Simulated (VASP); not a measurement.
Sr:

```
Sr
1.0
     0.00000    3.00123    3.00123
     3.00123    0.00000    3.00123
     3.00123    3.00123    0.00000
Sr
1
Direct
  0.00000 0.00000 0.00000
```

Base run:

| Quantity | Value |
| --- | --- |
| Program | VASP 6.6.1 |
| Functional | r2SCAN |
| Potentials or basis | VASP PAW PBE potentials, release 64 (Sr_sv) |
| Cutoff | 520 eV |
| k mesh | 6 × 6 × 6 |
| Occupations | fermi-dirac, width 0.05 eV |
| Spin | no spin polarisation |

Its results: band gap on the k mesh zero (band 5 reaches 1.67 eV, above the bottom of band 6 at 1.66 eV); pressure 0.6 GPa.

Task: The run is repeated on the same cell with these changes: functional from r2SCAN to HSE06; k mesh from 6 × 6 × 6 to 4 × 4 × 4. What comes out?

Result: Band gap on the k mesh zero (band 5 reaches 1.81 eV, above the bottom of band 6 at 1.59 eV); pressure 1.0 GPa.

Several settings changed at once, so the effect can't be laid on one alone.

Caveats: some runs use coarse meshes; the PAW data sets were made with another functional, which shifts forces and pressure a little.
